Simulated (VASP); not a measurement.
# P in VASP: a series of runs

The runs below take P through relaxation of cell and atoms, single point, with PBE.

Program: VASP 6.6.1. These are calculated values, not measurements. Logs are shortened: lines on timing, memory, paths and dates and some standing lists are left out, and cuts for length are marked.

## (1) The cell of the first run

Symmetry: P2_13, No. 198, cubic system. Conventional cell: a = 4.240 Å, b = 4.240 Å, c = 4.240 Å, α = 90.00°, β = 90.00°, γ = 90.00°. Within 3.4 Å of P (site symmetry 3) lie 6 P at 2.60 Å.

The cell was generated, and may not be a known phase.

## (2) Relaxation of cell and atoms, PBE

Contents of INCAR:

```
  PREC = Accurate
  ENCUT = 600
  EDIFF = 1E-7
  ISMEAR = 0
  SIGMA = 0.1
  LREAL = False
  LASPH = True
  NELM = 80
  ALGO = Normal
  ISIF = 3
  LWAVE = False
  LCHARG = False
  GGA = PE
  IBRION = 2
  NSW = 90
  EDIFFG = -0.04
```

Contents of KPOINTS:

```
Automatic mesh
0
Gamma
  4 4 4
```

Contents of POSCAR:

```
P
1.0
    4.2404133800      0.0000000000      0.0000000000
    0.0000000000      4.2404133800      0.0000000000
    0.0000000000      0.0000000000      4.2404133800
P
4
Direct
    0.8770780000      0.8770780000      0.8770780000
    0.6229220000      0.1229220000      0.3770780000
    0.1229220000      0.3770780000      0.6229220000
    0.3770780000      0.6229220000      0.1229220000
```

Potentials or basis: VASP PAW PBE potentials, release 64 (P).

Started as:

```console
$ cat potpaw_PBE.64/P/POTCAR > POTCAR
$ mpirun -np 1 vasp_std > vasp.out
```

OUTCAR:

```text
PREC = Accurate
   ENCUT = 600
   EDIFF = 1E-7
   ISMEAR = 0
   LREAL = False
   LASPH = True
   NELM = 80
   ISIF = 3
   GGA = PE
   IBRION = 2
   NSW = 90
   EDIFFG = -0.04

 ion  position               nearest neighbor table
   1  0.877  0.877  0.877-   2 2.60   2 2.60   4 2.60   3 2.60   3 2.60   4 2.60
   2  0.623  0.123  0.377-   1 2.60   1 2.60   4 2.60   3 2.60   4 2.60   3 2.60
   3  0.123  0.377  0.623-   4 2.60   4 2.60   1 2.60   2 2.60   1 2.60   2 2.60
   4  0.377  0.623  0.123-   3 2.60   3 2.60   1 2.60   2 2.60   2 2.60   1 2.60

  LATTYP: Found a simple cubic cell.
 ALAT       =     4.2404133800

  Lattice vectors:

 A1 = (   4.2404133800,   0.0000000000,   0.0000000000)
 A2 = (   0.0000000000,   4.2404133800,   0.0000000000)
 A3 = (   0.0000000000,   0.0000000000,   4.2404133800)

Analysis of symmetry for initial positions (statically):
=====================================================================
 Subroutine PRICEL returns:
 Original cell was already a primitive cell.

 Routine SETGRP: Setting up the symmetry group for a
 simple cubic supercell.

 Subroutine GETGRP returns: Found 12 space group operations
 (whereof  3 operations were pure point group operations)
 out of a pool of 48 trial point group operations.

The static configuration has the point symmetry C_3 .
 The point group associated with its full space group is T   .

Analysis of symmetry for dynamics (positions and initial velocities):
=====================================================================
 Subroutine PRICEL returns:
 Original cell was already a primitive cell.

 Routine SETGRP: Setting up the symmetry group for a
 simple cubic supercell.

 Subroutine GETGRP returns: Found 12 space group operations
 (whereof  3 operations were pure point group operations)
 out of a pool of 48 trial point group operations.

The dynamic configuration has the point symmetry C_3 .
 The point group associated with its full space group is T   .

 Subroutine INISYM returns: Found 12 space group operations
 (whereof  3 operations are pure point group operations),
 and found     1 'primitive' translations

----------------------------------------------------------------------------------------

                                     Primitive cell

  volume of cell :      76.2473

  direct lattice vectors                    reciprocal lattice vectors
     4.240413380  0.000000000  0.000000000     0.235826065  0.000000000  0.000000000
     0.000000000  4.240413380  0.000000000     0.000000000  0.235826065  0.000000000
     0.000000000  0.000000000  4.240413380     0.000000000  0.000000000  0.235826065

  length of vectors
     4.240413380  4.240413380  4.240413380     0.235826065  0.235826065  0.235826065

  position of ions in fractional coordinates (direct lattice)
     0.877078000  0.877078000  0.877078000
     0.622922000  0.122922000  0.377078000
     0.122922000  0.377078000  0.622922000
     0.377078000  0.622922000  0.122922000

  ion indices of the primitive-cell ions
   primitive index   ion index
                 1           1
                 2           2
                 3           3
                 4           4

----------------------------------------------------------------------------------------

 KPOINTS: Automatic mesh

Automatic generation of k-mesh.
 Grid dimensions read from file:
 generate k-points for:    4    4    4

 Generating k-lattice:

  Cartesian coordinates                     Fractional coordinates (reciprocal lattice)
     0.058956516  0.000000000  0.000000000     0.250000000  0.000000000  0.000000000
     0.000000000  0.058956516  0.000000000     0.000000000  0.250000000  0.000000000
     0.000000000  0.000000000  0.058956516     0.000000000  0.000000000  0.250000000

  Length of vectors
     0.058956516  0.058956516  0.058956516

  Shift w.r.t. Gamma in fractional coordinates (k-lattice)
     0.000000000  0.000000000  0.000000000

 Subroutine IBZKPT returns following result:
 ===========================================

 Found     11 irreducible k-points:

 Following reciprocal coordinates:
            Coordinates               Weight
  0.000000  0.000000  0.000000      1.000000
  0.250000  0.000000  0.000000      6.000000
  0.500000  0.000000  0.000000      3.000000
  0.250000  0.250000  0.000000     12.000000
  0.500000  0.250000  0.000000      6.000000
 -0.250000  0.500000  0.000000      6.000000
  0.500000  0.500000  0.000000      3.000000
  0.250000  0.250000  0.250000      8.000000
  0.500000  0.250000  0.250000     12.000000
  0.500000  0.500000  0.250000      6.000000
  0.500000  0.500000  0.500000      1.000000
   k-points           NKPTS =     11   k-points in BZ     NKDIM =     11   number of bands    NBANDS=     14
   number of dos      NEDOS =    301   number of ions     NIONS =      4
   total plane-waves  NPLWV =  46656
   dimension x,y,z NGX =    36 NGY =   36 NGZ =   36
   dimension x,y,z NGXF=    72 NGYF=   72 NGZF=   72
   ions per type =               4
   NGX,Y,Z   is equivalent  to a cutoff of  14.11, 14.11, 14.11 a.u.
   NGXF,Y,Z  is equivalent  to a cutoff of  28.23, 28.23, 28.23 a.u.
 SYSTEM =  unknown system
   PREC   = accura    normal or accurate (medium, high low for compatibility)
   ISTART =      0    job   : 0-new  1-cont  2-samecut
   ICHARG =      2    charge: 1-file 2-atom 10-const
   ISPIN  =      1    spin polarized calculation?
   LNONCOLLINEAR =      F non collinear calculations
   LSORBIT =      F    spin-orbit coupling
   LASPH  =      T    aspherical Exc in radial PAW
   ENCUT  =  600.0 eV  44.10 Ry    6.64 a.u.   8.47  8.47  8.47*2*pi/ulx,y,z
   NELM   =     80;   NELMIN=  2; NELMDL= -5     # of ELM steps
   EDIFF  = 0.1E-06   stopping-criterion for ELM
   LREAL  =      F    real-space projection
   EDIFFG = -.4E-01   stopping-criterion for IOM
   NSW    =     90    number of steps for IOM
   IBRION =      2    ionic relax: 0-MD 1-quasi-New 2-CG
   NFREE  =      1    steps in history (QN), initial steepest desc. (CG)
   ISIF   =      3    stress and relaxation
   ISYM   =      2    0-nonsym 1-usesym 2-fastsym
   POTIM  = 0.5000    time-step for ionic-motion
   TEBEG  =    0.0;   TEEND  =   0.0 temperature during run
   PSTRESS=    0.0 pullay stress
   NELECT =      20.0000    total number of electrons
   NUPDOWN=      -1.0000    fix difference up-down
   EMIN   =  10.00;   EMAX   =-10.00  energy-range for DOS
   EFERMI =   0.00;   METHOD = LEGACY
   ISMEAR =     0;   SIGMA  =   0.10  broadening in eV -4-tet -1-fermi 0-gaus
   EFERMI_NEDOS =   21; number of points for ismear=-14 and -15
   IALGO  =     38    algorithm
   IMIX   =      4    mixing-type and parameters
     AMIX     =   0.40;   BMIX     =  1.00
     AMIX_MAG =   1.60;   BMIX_MAG =  1.00
  volume/ion in A,a.u.               =      19.06       128.64
  Fermi-wavevector in a.u.,A,eV,Ry     =   1.047957  1.980351 14.942096  1.098213
  Thomas-Fermi vector in A             =   2.182858
   LORBIT       =      0    0 simple, 1 ext, 2 COOP (PROOUT), +10 PAW based schemes
   GGA     = PE    functional components
   LHFCALC =     F    Hartree Fock is set to
   AEXX    =    0.0000 exact exchange contribution
   IVDW    =     0    specifies the selected vdW correction
   LEPSILON=     F    determine dielectric tensor
   LRPA    =     F    only Hartree local field effects (RPA)
 conjugate gradient relaxation of ions
 non-spin polarized calculation
 Gauss-broadening in eV      SIGMA  =   0.10
  energy-cutoff  :      600.00
  volume of cell :       76.25
 maximum number of plane-waves:      2560
 NGX is ok and might be reduce to    36
   NGX = 17   NGY = 17   NGZ = 17

--------------------------------------- Ionic step        1  -------------------------------------------

 number of electron      19.9999997 magnetization

 Free energy of the ion-electron system (eV)
  ---------------------------------------------------
  ext. energy  EPLUGINS =         0.00000000
  ---------------------------------------------------
  free energy    TOTEN  =       -19.32472842 eV

  energy without entropy =      -19.29758367  energy(sigma->0) =      -19.31115604

------------------------ aborting loop because EDIFF is reached ----------------------------------------

  FORCE on cell =-STRESS in cart. coord.  units (eV):
  Direction    XX          YY          ZZ          XY          YZ          ZX
  --------------------------------------------------------------------------------------
  -------------------------------------------------------------------------------------
  Total       -4.4220220     -4.4220220     -4.4220220      0.0000000      0.0000000      0.0000000
  in kB      -92.9195052    -92.9195052    -92.9195052      0.0000000      0.0000000      0.0000000
  external PRESSURE =     -92.9195052 kB  Pullay stress =       0.0000000 kB
[... 61 lines left out ...]
  energy  without entropy=      -19.6745863612  energy(sigma->0) =      -19.67927302

--------------------------------------- Ionic step        3  -------------------------------------------

 number of electron      19.9999998 magnetization

 Free energy of the ion-electron system (eV)
  ---------------------------------------------------
  ext. energy  EPLUGINS =         0.00000000
  ---------------------------------------------------
  free energy    TOTEN  =       -19.68583349 eV

  energy without entropy =      -19.67517487  energy(sigma->0) =      -19.68050418

 E-fermi :   8.1268     XC(G=0): -10.6981

 val. band max:        8.0707316106   @ k =   0.2500   0.2500   0.0000
 cond. band min:       8.2602295849   @ k =  -0.2500   0.5000   0.0000
 fundamental gap:      0.1894979743
 Fermi energy:         8.1268178916

 k-point     1 :       0.0000    0.0000    0.0000
  band No.  band energies     occupation
      1      -7.7022      2.00000
      2      -1.2676      2.00000
      3      -1.2676      2.00000
      4      -1.2676      2.00000
      5       3.8736      2.00000
      6       3.8736      2.00000
      7       3.8736      2.00000
      8       6.3755      2.00000
      9       6.3755      2.00000
     10       6.3755      2.00000
     11       8.5628      0.00000
     12       8.5628      0.00000
     13       9.9540      0.00000
     14       9.9540      0.00000
[... 199 lines left out ...]
  FREE ENERGIE OF THE ION-ELECTRON SYSTEM (eV)
  ---------------------------------------------------
  free  energy   TOTEN  =       -19.6858334944 eV

  energy  without entropy=      -19.6751748724  energy(sigma->0) =      -19.68050418

 reached required accuracy - stopping structural energy minimisation
```

It took 17 s on 1 thread of AMD EPYC 9R45 (Zen 5), shared host; peak memory 0.16 GiB.

Results:

| Property | Result |
| --- | --- |
| Free energy | -19.6858 eV |
| Relaxed volume | 16.34 Å³/atom |
| Relaxed cell | a = 4.028 Å, b = 4.028 Å, c = 4.028 Å, α = 90.00°, β = 90.00°, γ = 90.00° |
| Space group after relaxing (to 0.1 Å) | P4_132 (No. 213) |
| Energy gained by relaxing | 90.3 meV/atom |
| Ionic steps | 3 |
| Pressure after relaxing | 0.0 GPa |
| Largest force after relaxing | 0.036 eV/Å |
| Band gap on the k mesh | zero (bands 10 and 11 overlap by 5.17 eV) |

Forces on the atoms (eV/Å):
```
P   -0.021 -0.021 -0.021
P    0.021  0.021 -0.021
P    0.021 -0.021  0.021
P   -0.021  0.021  0.021
```

The path:
```csv
step,energy change (eV),largest force (eV/Å),pressure (GPa),volume (Å³)
1,0.0000,0.0394,-9.29,76.25
2,-0.3592,0.0355,0.91,64.69
3,-0.3611,0.0361,0.01,65.35
```

Final structure:
```xyz
4
Lattice="4.0280 0.0000 0.0000 0.0000 4.0280 0.0000 0.0000 0.0000 4.0280" Properties=species:S:1:pos:R:3 pbc="T T T"
P     3.5319    3.5319    3.5319
P     2.5101    0.4961    1.5179
P     0.4961    1.5179    2.5101
P     1.5179    2.5101    0.4961
```

Caveat: the k points lie up to 0.39 Å⁻¹ apart in the final cell, too coarse for converged energies and pressures of a metal.

## (3) Single point, PBE

This run uses another cell than the first one, of 16.49 Å³/atom.

Contents of INCAR:

```
PREC = Accurate
ENCUT = 520
EDIFF = 1E-6
ISMEAR = 0
SIGMA = 0.1
LREAL = F
LASPH = T
NELM = 100
ALGO = Normal
ISIF = 2
LWAVE = F
LCHARG = T
GGA = PE
LELF = T
LVHAR = T
NBANDS = 18
```

Contents of KPOINTS:

```
regular mesh
0
Gamma
  12 12 12
```

Contents of POSCAR:

```
P
1.0
    4.0402348583      0.0000000000      0.0000000000
    0.0000000000      4.0402348583      0.0000000000
    0.0000000000      0.0000000000      4.0402348583
P
4
Direct
    0.3750000000      0.3750000000      0.3750000000
    0.1250000000      0.6250000000      0.8750000000
    0.6250000000      0.8750000000      0.1250000000
    0.8750000000      0.1250000000      0.6250000000
```

Potentials or basis: VASP PAW PBE potentials, release 64 (P).

Started as:

```console
$ cat potpaw_PBE.64/P/POTCAR > POTCAR
$ mpirun -np 1 vasp_std > vasp.out
```

Wall time 32 s (1 thread of AMD EPYC 9R45 (Zen 5), shared host); peak memory 0.17 GiB.

It converged, with:

| Property | Result |
| --- | --- |
| Free energy | -19.7091 eV |
| Pressure | -0.2 GPa |
| Band gap on the k mesh | zero (bands 10 and 11 overlap by 5.12 eV) |

Levels at points of the mesh, in eV from the Fermi level:
| k point | band 6 | band 7 | band 8 | band 9 | band 10 | band 11 | band 12 | band 13 | band 14 | band 15 |
| --- | --- | --- | --- | --- | --- | --- | --- | --- | --- | --- |
| (0.00, 0.00, 0.00) | -4.11 | -4.11 | -1.68 | -1.68 | -1.68 | 0.53 | 0.53 | 1.92 | 1.92 | 1.92 |
| (0.50, 0.00, 0.00) | -5.41 | -4.32 | -4.32 | -1.23 | -1.23 | 1.71 | 1.71 | 3.59 | 3.59 | 4.53 |
| (0.50, 0.50, 0.00) | -4.36 | -2.09 | -2.09 | -2.05 | -2.05 | -0.88 | -0.88 | 5.23 | 5.23 | 6.35 |
| (0.50, 0.50, 0.50) | -6.38 | -6.38 | -6.38 | 4.24 | 4.24 | 4.24 | 4.24 | 4.65 | 4.65 | 4.65 |

## (4) Relaxation of cell and atoms, PBE

This run uses another cell than the first one, of 16.38 Å³/atom.

Contents of INCAR:

```
  ALGO = Normal
  EDIFF = 1E-6
  EDIFFG = -0.01
  ENCUT = 600
  GGA = PE
  IBRION = 2
  ISIF = 3
  ISMEAR = 0
  LASPH = True
  LCHARG = False
  LREAL = False
  LWAVE = False
  NELM = 100
  NSW = 100
  PREC = Accurate
  SIGMA = 0.1
```

Contents of KPOINTS:

```
k-points
0
Gamma
  12 12 12
```

Contents of POSCAR:

```
P
1.0
    4.0316947992      0.0000000000      0.0000000000
    0.0000000000      4.0316947992      0.0000000000
    0.0000000000      0.0000000000      4.0316947992
P
4
Direct
    0.3750000000      0.3750000000      0.3750000000
    0.1250000000      0.6250000000      0.8750000000
    0.6250000000      0.8750000000      0.1250000000
    0.8750000000      0.1250000000      0.6250000000
```

Started as:

```console
$ cat potpaw_PBE.64/P/POTCAR > POTCAR
$ mpirun -np 1 vasp_std > vasp.out
```

Run time: 44 s. Hardware: 1 thread of AMD EPYC 9R45 (Zen 5), shared host; peak memory 0.18 GiB.

Results (log left out):

* Free energy: -19.7099 eV
* Relaxed volume: 16.46 Å³/atom
* Relaxed cell: a = 4.038 Å, b = 4.038 Å, c = 4.038 Å, α = 90.00°, β = 90.00°, γ = 90.00°
* Space group after relaxing (to 0.1 Å): P4_132 (No. 213)
* Energy gained by relaxing: 0.1 meV/atom
* Ionic steps: 2
* Pressure after relaxing: -0.1 GPa
* Band gap on the k mesh: zero (bands 10 and 11 overlap by 5.13 eV)

The path:
```
step  energy change (eV)  largest force (eV/Å)  pressure (GPa)  volume (Å³)
   1              0.0000                0.0000            0.33        65.53
   2             -0.0003                0.0000           -0.05        65.85
```

Final structure:
```xyz
4
Lattice="4.0382 0.0000 0.0000 0.0000 4.0382 0.0000 0.0000 0.0000 4.0382" Properties=species:S:1:pos:R:3 pbc="T T T"
P     1.5143    1.5143    1.5143
P     0.5048    2.5239    3.5334
P     2.5239    3.5334    0.5048
P     3.5334    0.5048    2.5239
```

Levels at points of the mesh, in eV from the Fermi level:
```tsv
k point	band 8	band 9	band 10	band 11	band 12	band 13
(0.00, 0.00, 0.00)	-1.67	-1.67	-1.67	0.53	0.53	1.92
(0.50, 0.00, 0.00)	-4.33	-1.24	-1.24	1.71	1.71	3.60
(0.50, 0.50, 0.00)	-2.09	-2.05	-2.05	-0.88	-0.88	5.24
(0.50, 0.50, 0.50)	-6.39	4.24	4.24	4.24	4.24	4.66
```

## (5) Overview

| task | cell | k mesh | cutoff (eV) | gap on the mesh (eV) | pressure (GPa) | relaxed volume (Å³/atom) |
| --- | --- | --- | --- | --- | --- | --- |
| relaxation of cell and atoms | relaxed from a = 4.240 Å, 4 atoms, atomic positions A | 4 × 4 × 4 | 600 | none | 0.0 | 16.34 |
| single point | a = 4.040 Å, 4 atoms, atomic positions B | 12 × 12 × 12 | 520 | none | -0.2 | - |
| relaxation of cell and atoms | relaxed from a = 4.032 Å, 4 atoms, atomic positions B | 12 × 12 × 12 | 600 | none | -0.1 | 16.46 |

Alike in all rows: level PBE; potentials or basis VASP PAW PBE potentials, release 64 (P); no spin polarisation; smearing gaussian 0.1 eV.

Caveats: some runs use coarse meshes.

Absolute energies hang on the potentials; compare differences alone.

The gap in the log of VASP goes by the Fermi energy; the results here count the filled bands.